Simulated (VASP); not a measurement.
A run of VASP 6.6.1 is set up as follows.

The input INCAR:

```
  PREC = Accurate
  ENCUT = 520
  EDIFF = 1E-6
  ISMEAR = 0
  SIGMA = 0.02
  LREAL = Auto
  LASPH = True
  NELM = 60
  ALGO = Normal
  ISIF = 2
  LWAVE = False
  LCHARG = False
  GGA = PE
  IVDW = 12
  NBANDS = 48
```

File KPOINTS:

```
regular mesh
0
Gamma
  2 2 2
```

The input POSCAR:

```
Si
1.0
    0.0000000000      5.4300000000      5.4300000000
    5.4300000000      0.0000000000      5.4300000000
    5.4300000000      5.4300000000      0.0000000000
Si
17
Direct
    0.0161408840      0.0162624309      0.0149077348
    0.1405654696      0.1407266114      0.1398472376
   -0.0025707182     -0.0026453039      0.5110395948
    0.1182483425      0.1182667587      0.6473522099
   -0.0025947514      0.5117715470     -0.0030015654
    0.1176767035      0.6484509208      0.1178562615
   -0.0192006446      0.5071542357      0.5060396869
    0.1146494475      0.6256802026      0.6254785451
    0.5116551565     -0.0025376611     -0.0029953039
    0.6483357274      0.1179311234      0.1177484346
    0.5070791897     -0.0191616943      0.5060020258
    0.6256988950      0.1147239411      0.6253839779
    0.5063972376      0.5067834254     -0.0194276243
    0.6261154696      0.6261349908      0.1130933702
    0.4880842541      0.4882190608      0.4863553407
    0.6124056169      0.6124474217      0.6121930939
    0.2754300184      0.2754576427      0.2747182320
```

Potentials or basis: VASP PAW PBE potentials, release 64 (Si).

Launch:

```sh
$ cat potpaw_PBE.64/Si/POTCAR > POTCAR
$ mpirun -np 1 vasp_std > vasp.out
```

**Question.** What does it give for the largest force?

**Answer.** 0.541 eV/Å.

**Question.** What does it give for the band gap on the k mesh?

**Answer.** Zero (band 34 reaches 6.86 eV, above the bottom of band 35 at 6.76 eV).

**Question.** Predict the pressure.

**Answer.** 1.9 GPa.

Forces on the atoms (eV/Å):
```
Si  -0.008 -0.009 -0.015
Si  -0.033 -0.028 -0.044
Si   0.009  0.003  0.014
Si   0.005  0.005  0.039
Si  -0.007  0.013  0.008
Si   0.008  0.042  0.019
Si  -0.010  0.047  0.020
Si   0.004  0.010  0.036
Si   0.013 -0.008  0.013
Si   0.040  0.005  0.017
Si   0.048 -0.007  0.026
Si   0.012  0.005  0.032
Si   0.019  0.026 -0.012
Si   0.034  0.029 -0.003
Si   0.101  0.108  0.073
Si   0.075  0.075  0.087
Si  -0.312 -0.314 -0.311
```

Caveat: the k points lie up to 0.50 Å⁻¹ apart.
